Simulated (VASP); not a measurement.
# CaNi2P2O2 in VASP: single point with r2SCAN

Aim: the single point of CaNi2P2O2 with r2SCAN.

All numbers are computed with VASP 6.6.1; they aren't measurements. Logs are shortened: lines on timing, memory, paths and dates and some standing lists are left out, and cuts for length are marked.

## Step 1: The cell of the first run

The typed cell holds 7 atoms: a = 5.091 Å, b = 5.091 Å, c = 7.539 Å, α = 90.00°, β = 90.00°, γ = 60.00°.

## Step 2: Single point, r2SCAN

POSCAR reads:

```
CaNi2P2O2
1.0
    2.5457103200      4.4092979900      0.0000000000
   -2.5457103200      4.4092979900      0.0000000000
    0.0000000000      0.0000000000      7.5388403500
Ni O Ca P
2 2 1 2
Direct
    0.6667000000      0.6666000000      0.7000000000
    0.3333000000      0.3334000000      0.3000000000
    0.6667000000      0.6666000000      0.4500000000
    0.3333000000      0.3334000000      0.5500000000
    0.0000000000      0.0000000000      0.0000000000
    0.6667000000      0.6666000000      0.2500000000
    0.3333000000      0.3334000000      0.7500000000
```

INCAR.step1 reads:

```
  ALGO = Normal
  EDIFF = 1E-4
  ENCUT = 520
  GGA = PE
  ISMEAR = -5
  LASPH = T
  LCHARG = F
  LMAXMIX = 4
  LREAL = F
  LWAVE = T
  NBANDS = 35
  NELM = 100
  PREC = Accurate
  SIGMA = 0.0146
```

INCAR.step2 reads:

```
  ALGO = Normal
  EDIFF = 1E-6
  ENCUT = 520
  ISIF = 2
  ISMEAR = 1
  ISTART = 1
  LASPH = T
  LCHARG = F
  LMAXMIX = 4
  LMIXTAU = T
  LORBIT = 11
  LREAL = F
  LWAVE = F
  METAGGA = R2SCAN
  NBANDS = 35
  NELM = 100
  PREC = Accurate
  SIGMA = 0.0146
```

KPOINTS reads:

```
k-points
0
Gamma
  6 6 4
```

Potentials or basis: VASP PAW PBE potentials, release 64 (Ni, O, Ca_sv, P).

On the command line:

```
> cat potpaw_PBE.64/Ni/POTCAR potpaw_PBE.64/O/POTCAR potpaw_PBE.64/Ca_sv/POTCAR potpaw_PBE.64/P/POTCAR > POTCAR
> cp INCAR.step1 INCAR
> mpirun -np 1 vasp_std > vasp.out
> cp INCAR.step2 INCAR
> mpirun -np 1 vasp_std > vasp.out
```

OUTCAR:

```text
EDIFF = 1E-6
   ENCUT = 520
   ISIF = 2
   ISMEAR = 1
   ISTART = 1
   LASPH = T
   LORBIT = 11
   LREAL = F
   METAGGA = R2SCAN
   NELM = 100
   PREC = Accurate

 ion  position               nearest neighbor table
   1  0.667  0.667  0.700-   3 1.88   7 2.96   7 2.96   7 2.96
   2  0.333  0.333  0.300-   4 1.88   6 2.96   6 2.96   6 2.96
   3  0.667  0.667  0.450-   6 1.51   1 1.88
   4  0.333  0.333  0.550-   7 1.51   2 1.88
   5  0.000  0.000  0.000-
   6  0.667  0.667  0.250-   3 1.51   2 2.96   2 2.96   2 2.96
   7  0.333  0.333  0.750-   4 1.51   1 2.96   1 2.96   1 2.96

  LATTYP: Found a hexagonal cell.
 ALAT       =     5.0914192322
 C/A-ratio  =     1.4806952651

  Lattice vectors:

 A1 = (   2.5457103200,  -4.4092979900,   0.0000000000)
 A2 = (   2.5457103200,   4.4092979900,   0.0000000000)
 A3 = (   0.0000000000,   0.0000000000,   7.5388403500)

Analysis of symmetry for initial positions (statically):
=====================================================================
 Subroutine PRICEL returns:
 Original cell was already a primitive cell.

 Routine SETGRP: Setting up the symmetry group for a
 hexagonal supercell.

 Subroutine GETGRP returns: Found  4 space group operations
 (whereof  4 operations were pure point group operations)
 out of a pool of 24 trial point group operations.

The static configuration has the point symmetry C_2h.

Analysis of symmetry for dynamics (positions and initial velocities):
=====================================================================
 Subroutine PRICEL returns:
 Original cell was already a primitive cell.

 Routine SETGRP: Setting up the symmetry group for a
 hexagonal supercell.

 Subroutine GETGRP returns: Found  4 space group operations
 (whereof  4 operations were pure point group operations)
 out of a pool of 24 trial point group operations.

The dynamic configuration has the point symmetry C_2h.

 Subroutine INISYM returns: Found  4 space group operations
 (whereof  4 operations are pure point group operations),
 and found     1 'primitive' translations

----------------------------------------------------------------------------------------

                                     Primitive cell

  volume of cell :     169.2439

  direct lattice vectors                    reciprocal lattice vectors
     2.545710320  4.409297990  0.000000000     0.196408836  0.113396736  0.000000000
    -2.545710320  4.409297990  0.000000000    -0.196408836  0.113396736  0.000000000
     0.000000000  0.000000000  7.538840350     0.000000000  0.000000000  0.132646396

  length of vectors
     5.091419232  5.091419232  7.538840350     0.226793409  0.226793409  0.132646396

  position of ions in fractional coordinates (direct lattice)
     0.666700000  0.666600000  0.700000000
     0.333300000  0.333400000  0.300000000
     0.666700000  0.666600000  0.450000000
     0.333300000  0.333400000  0.550000000
     0.000000000  0.000000000  0.000000000
     0.666700000  0.666600000  0.250000000
     0.333300000  0.333400000  0.750000000

  ion indices of the primitive-cell ions
   primitive index   ion index
                 1           1
                 2           2
                 3           3
                 4           4
                 5           5
                 6           6
                 7           7

----------------------------------------------------------------------------------------

 KPOINTS: k-points

Automatic generation of k-mesh.
 Grid dimensions read from file:
 generate k-points for:    6    6    4

 Generating k-lattice:

  Cartesian coordinates                     Fractional coordinates (reciprocal lattice)
     0.032734806  0.018899456  0.000000000     0.166666667  0.000000000  0.000000000
    -0.032734806  0.018899456  0.000000000     0.000000000  0.166666667  0.000000000
     0.000000000  0.000000000  0.033161599     0.000000000  0.000000000  0.250000000

  Length of vectors
     0.037798902  0.037798902  0.033161599

  Shift w.r.t. Gamma in fractional coordinates (k-lattice)
     0.000000000  0.000000000  0.000000000

 Subroutine IBZKPT returns following result:
 ===========================================

 Found     47 irreducible k-points:

 Following reciprocal coordinates:
            Coordinates               Weight
  0.000000  0.000000  0.000000      1.000000
  0.166667  0.000000  0.000000      4.000000
  0.000000  0.166667  0.000000      2.000000
  0.333333  0.000000  0.000000      4.000000
  0.000000  0.333333  0.000000      2.000000
  0.500000  0.000000  0.000000      2.000000
[... 16 lines left out ...]
  0.500000  0.000000  0.250000      4.000000
  0.000000  0.500000  0.250000      2.000000
 [... further k-points ...]
   k-points           NKPTS =     47   k-points in BZ     NKDIM =     47   number of bands    NBANDS=     35
   number of dos      NEDOS =    301   number of ions     NIONS =      7
   total plane-waves  NPLWV =  89600
   dimension x,y,z NGX =    40 NGY =   40 NGZ =   56
   dimension x,y,z NGXF=    80 NGYF=   80 NGZF=  112
   ions per type =               2   2   1   2
   NGX,Y,Z   is equivalent  to a cutoff of  13.06, 13.06, 12.35 a.u.
   NGXF,Y,Z  is equivalent  to a cutoff of  26.12, 26.12, 24.70 a.u.
 SYSTEM =  unknown system
   PREC   = accura    normal or accurate (medium, high low for compatibility)
   ISTART =      1    job   : 0-new  1-cont  2-samecut
   ICHARG =      0    charge: 1-file 2-atom 10-const
   ISPIN  =      1    spin polarized calculation?
   LNONCOLLINEAR =      F non collinear calculations
   LSORBIT =      F    spin-orbit coupling
   LASPH  =      T    aspherical Exc in radial PAW
   ENCUT  =  520.0 eV  38.22 Ry    6.18 a.u.   9.47  9.47 14.02*2*pi/ulx,y,z
   NELM   =    100;   NELMIN=  2; NELMDL=  0     # of ELM steps
   EDIFF  = 0.1E-05   stopping-criterion for ELM
   LREAL  =      F    real-space projection
   EDIFFG = 0.1E-04   stopping-criterion for IOM
   NSW    =      0    number of steps for IOM
   IBRION =     -1    ionic relax: 0-MD 1-quasi-New 2-CG
   NFREE  =      0    steps in history (QN), initial steepest desc. (CG)
   ISIF   =      2    stress and relaxation
   ISYM   =      2    0-nonsym 1-usesym 2-fastsym
   POTIM  = 0.5000    time-step for ionic-motion
   TEBEG  =    0.0;   TEEND  =   0.0 temperature during run
   PSTRESS=    0.0 pullay stress
   NELECT =      52.0000    total number of electrons
   NUPDOWN=      -1.0000    fix difference up-down
   EMIN   =  10.00;   EMAX   =-10.00  energy-range for DOS
   EFERMI =   0.00;   METHOD = LEGACY
   ISMEAR =     1;   SIGMA  =   0.01  broadening in eV -4-tet -1-fermi 0-gaus
   EFERMI_NEDOS =   21; number of points for ismear=-14 and -15
   IALGO  =     38    algorithm
   IMIX   =      4    mixing-type and parameters
     AMIX     =   0.40;   BMIX     =  1.00
     AMIX_MAG =   1.60;   BMIX_MAG =  1.00
  volume/ion in A,a.u.               =      24.18       163.16
  Fermi-wavevector in a.u.,A,eV,Ry     =   1.104685  2.087551 16.603570  1.220328
  Thomas-Fermi vector in A             =   2.241161
   LORBIT       =     11    0 simple, 1 ext, 2 COOP (PROOUT), +10 PAW based schemes
   METAGGA = R2SCAN    functional components
   LHFCALC =     F    Hartree Fock is set to
   AEXX    =    0.0000 exact exchange contribution
   IVDW    =     0    specifies the selected vdW correction
   LEPSILON=     F    determine dielectric tensor
   LRPA    =     F    only Hartree local field effects (RPA)
 non-spin polarized calculation
 Methfessel and Paxton  Order N= 1 SIGMA  =   0.01
  energy-cutoff  :      520.00
  volume of cell :      169.24
 maximum number of plane-waves:      4589
 NGX is ok and might be reduce to    40

 number of electron      52.0000013 magnetization

 Free energy of the ion-electron system (eV)
  ---------------------------------------------------
  ext. energy  EPLUGINS =         0.00000000
  ---------------------------------------------------
  free energy    TOTEN  =       -61.24105441 eV

  energy without entropy =      -61.24036141  energy(sigma->0) =      -61.24082341

 E-fermi :   1.8147     XC(G=0):  -8.6543

 val. band max:        1.8132652179   @ k =   0.0000   0.1667   0.5000
 cond. band min:       1.8163626292   @ k =   0.3333   0.3333   0.2500
 fundamental gap:      0.0030974113
 Fermi energy:         1.8146747049

 k-point     1 :       0.0000    0.0000    0.0000
  band No.  band energies     occupation
      1     -42.0865      2.00000
      2     -22.1523      2.00000
      3     -22.1480      2.00000
      4     -22.1480      2.00000
      5     -20.2068      2.00000
      6     -19.9592      2.00000
[... 27 lines left out ...]
     34       6.0403      0.00000
     35       6.0485      0.00000

 k-point     2 :       0.1667    0.0000    0.0000
  band No.  band energies     occupation
      1     -42.0864      2.00000
      2     -22.1521      2.00000
      3     -22.1493      2.00000
      4     -22.1483      2.00000
      5     -20.1916      2.00000
      6     -19.9735      2.00000
[... 27 lines left out ...]
     34       5.3761      0.00000
     35       5.7712      0.00000

 k-point     3 :       0.0000    0.1667    0.0000
  band No.  band energies     occupation
      1     -42.0864      2.00000
      2     -22.1521      2.00000
      3     -22.1493      2.00000
      4     -22.1483      2.00000
      5     -20.1916      2.00000
      6     -19.9734      2.00000
[... 27 lines left out ...]
     34       5.3759      0.00000
     35       5.7708      0.00000

 k-point     4 :       0.3333    0.0000    0.0000
  band No.  band energies     occupation
      1     -42.0864      2.00000
      2     -22.1520      2.00000
      3     -22.1515      2.00000
      4     -22.1489      2.00000
      5     -20.1529      2.00000
      6     -20.0104      2.00000
[... 27 lines left out ...]
     34       5.6780      0.00000
     35       5.8619      0.00000

 k-point     5 :       0.0000    0.3333    0.0000
  band No.  band energies     occupation
      1     -42.0864      2.00000
      2     -22.1519      2.00000
      3     -22.1515      2.00000
      4     -22.1490      2.00000
      5     -20.1530      2.00000
      6     -20.0103      2.00000
[... 638 lines left out ...]
 k-point    22 :       0.0000   -0.3333    0.2500
  band No.  band energies     occupation
      1     -42.0864      2.00000
      2     -22.1519      2.00000
      3     -22.1515      2.00000
      4     -22.1490      2.00000
      5     -20.1528      2.00000
      6     -20.0104      2.00000
[... 27 lines left out ...]
     34       5.8089      0.00000
     35       5.8520      0.00000

 k-point    23 :       0.5000    0.0000    0.2500
  band No.  band energies     occupation
      1     -42.0863      2.00000
      2     -22.1532      2.00000
      3     -22.1512      2.00000
      4     -22.1492      2.00000
      5     -20.1223      2.00000
      6     -20.0402      2.00000
[... 27 lines left out ...]
     34       5.6301      0.00000
     35       6.0563      0.00000

 k-point    24 :       0.0000    0.5000    0.2500
  band No.  band energies     occupation
      1     -42.0863      2.00000
      2     -22.1532      2.00000
      3     -22.1512      2.00000
      4     -22.1493      2.00000
      5     -20.1224      2.00000
      6     -20.0400      2.00000
[... 27 lines left out ...]
     34       5.6300      0.00000
     35       6.0562      0.00000

 [... further k-points ...]
[... 5 lines left out ...]
  --------------------------------------------------------------------------------------
  -------------------------------------------------------------------------------------
  Total      -12.3386176    -12.3426922     -4.6739334     -0.0035366      0.0004965     -0.0008618
  in kB     -116.8057205   -116.8442930    -44.2466225     -0.0334794      0.0047005     -0.0081580
  external PRESSURE =     -92.6322120 kB  Pullay stress =       0.0000000 kB

 VOLUME and BASIS-vectors are now :
 -----------------------------------------------------------------------------
  energy-cutoff  :      520.00
  volume of cell :      169.24
      direct lattice vectors                 reciprocal lattice vectors
     2.545710320  4.409297990  0.000000000     0.196408836  0.113396736  0.000000000
    -2.545710320  4.409297990  0.000000000    -0.196408836  0.113396736  0.000000000
     0.000000000  0.000000000  7.538840350     0.000000000  0.000000000  0.132646396

 POSITION                                       TOTAL-FORCE (eV/Angst)
 -----------------------------------------------------------------------------------
      0.00025      5.87892      5.27719         0.000782     -0.000452      0.081661
     -0.00025      2.93968      2.26165        -0.000782      0.000452     -0.081661
      0.00025      5.87892      3.39248        -0.000782      0.000452      2.066710
     -0.00025      2.93968      4.14636         0.000782     -0.000452     -2.066710
      0.00000      0.00000      0.00000         0.000000     -0.000000      0.000000
      0.00025      5.87892      1.88471         0.000983     -0.000567     -1.085267
     -0.00025      2.93968      5.65413        -0.000983      0.000567      1.085267
 -----------------------------------------------------------------------------------
    total drift:                               -0.000000     -0.000000      0.000000

  FREE ENERGIE OF THE ION-ELECTRON SYSTEM (eV)
  ---------------------------------------------------
  free  energy   TOTEN  =       -61.2410544067 eV

  energy  without entropy=      -61.2403614101  energy(sigma->0) =      -61.24082341

 total charge

# of ion       s       p       d       tot
------------------------------------------
    1        0.312   0.215   8.395   8.922
    2        0.312   0.215   8.395   8.922
    3        1.575   3.561   0.000   5.137
    4        1.575   3.561   0.000   5.137
    5        2.021   5.829   0.134   7.983
    6        1.049   1.335   0.000   2.384
    7        1.049   1.335   0.000   2.384
--------------------------------------------------
tot          7.894  16.051  16.923  40.868
```

It took 14 min on 1 thread of Intel Xeon Platinum 8488C (Sapphire Rapids), shared host; peak memory 0.51 GiB.

Results:

| Item | Value |
| --- | --- |
| Free energy | -61.2411 eV |
| Pressure | -9.3 GPa |
| Largest force | 2.067 eV/Å |
| Band gap on the k mesh | zero (bands 26 and 27 overlap by 1.01 eV) |
| Valence electrons inside the program's atomic spheres | Ni 8.92; O 5.14; Ca 7.98; P 2.38 |

Forces in eV/Å, atoms in the order of the input:
```
Ni   0.001  0.000  0.082
Ni  -0.001  0.000 -0.082
O   -0.001  0.000  2.067
O    0.001  0.000 -2.067
Ca   0.000  0.000  0.000
P    0.001 -0.001 -1.085
P   -0.001  0.001  1.085
```

Levels at points of the mesh, in eV from the Fermi level:
| k point | band 24 | band 25 | band 26 | band 27 | band 28 | band 29 |
| --- | --- | --- | --- | --- | --- | --- |
| (0.00, 0.00, 0.00) | -0.33 | 0.80 | 0.80 | 0.86 | 0.86 | 1.18 |
| (0.50, 0.00, 0.00) | -0.20 | -0.09 | -0.06 | -0.03 | 0.85 | 1.61 |
| (0.00, 0.50, 0.00) | -0.20 | -0.09 | -0.06 | -0.03 | 0.85 | 1.61 |
| (0.00, 0.00, 0.50) | -0.44 | 0.29 | 0.29 | 0.83 | 0.98 | 1.28 |
| (0.50, 0.00, 0.50) | -0.32 | -0.18 | -0.14 | -0.10 | 0.82 | 1.25 |
| (0.00, 0.50, 0.50) | -0.32 | -0.18 | -0.14 | -0.10 | 0.82 | 1.25 |

Caveat: the cell stands under tension; the PAW data sets were made with another functional, which shifts forces and pressure a little; the run has no spin polarisation, though such a crystal can be magnetic.
